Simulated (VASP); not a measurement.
Set up this calculation in VASP 6.6.1, as the native input.

- Task: single point
- Functional: LDA
- Potentials or basis: VASP PAW LDA potentials, release 64 (Ti_sv, C)
- Cutoff: 520 eV
- k mesh: 11 × 11 × 11
- Occupations: fermi-dirac, width 0.05 eV
- Spin: no spin polarisation
- Dipole correction: no
- Further INCAR settings: ALGO = Normal; EDIFF = 1e-07; NBANDS = 15

The structure of TiC lies in POSCAR:

```
TiC
1.0
    3.1228588960      0.0000000000      0.0000000000
    1.5614294480      2.7044751364      0.0000000000
    1.5614294480      0.9014917122      2.5498036113
Ti C
1 1
Direct
    0.0000000000      0.0000000000      0.0000000000
    0.5000000000      0.5000000000      0.5000000000
```

The input as run:

INCAR

```
SYSTEM = TiC
PREC = Accurate
ENCUT = 520
EDIFF = 1E-7
ISMEAR = -1
SIGMA = 0.05
LREAL = .FALSE.
LASPH = .TRUE.
NELM = 80
ALGO = Normal
ISIF = 2
LWAVE = .FALSE.
LCHARG = .TRUE.
GGA = CA
LELF = .TRUE.
LVHAR = .TRUE.
NBANDS = 15
```

KPOINTS

```
regular mesh
0
G
  11 11 11
  0 0 0
```

Potentials or basis: VASP PAW LDA potentials, release 64 (Ti_sv, C).

The run is started by

```console
$ cat potpaw_LDA.64/Ti_sv/POTCAR potpaw_LDA.64/C/POTCAR > POTCAR
$ mpirun -np 1 vasp_std > vasp.out
```

It gave:

| Quantity | Value |
| --- | --- |
| Pressure | -23.8 GPa |
| Band gap on the k mesh | zero (band 8 reaches 9.16 eV, above the bottom of band 9 at 8.15 eV) |

Run time: 30 s on 1 thread of Intel(R) Xeon(R) Platinum 8375C CPU @ 2.90GHz (Ice Lake), on a shared host, peak memory 0.14 GiB.
